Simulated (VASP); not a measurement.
The system is SrO.

```xyz
2
Lattice="0.0000 2.5833 2.5833 2.5833 0.0000 2.5833 2.5833 2.5833 0.0000" Properties=species:S:1:pos:R:3 pbc="T T T"
Sr    2.5833    2.5833    2.5833
O     0.0000    0.0000    0.0000
```

Base run:

| Property | Result |
| --- | --- |
| Program | VASP 6.6.1 |
| Functional | RPBE |
| Potentials or basis | VASP PAW PBE potentials, release 64 (Sr_sv, O) |
| Cutoff | 520 eV |
| k mesh | 9 × 9 × 9 |
| Occupations | fermi-dirac, width 0.05 eV |
| Spin | no spin polarisation |

Its results: band gap on the k mesh 3.44 eV, indirect (least direct gap 3.55 eV); pressure 5.0 GPa.

The run is repeated on the same cell with these changes: functional from RPBE to r2SCAN; dispersion from none to rVV10. What comes out?

Band gap on the k mesh 3.76 eV, indirect (least direct gap 3.87 eV); pressure -0.8 GPa.

Several settings changed at once, so the effect can't be laid on one alone.

Caveats: the PAW data sets were made with another functional, which shifts forces and pressure a little.

A k mesh can miss the band edges.
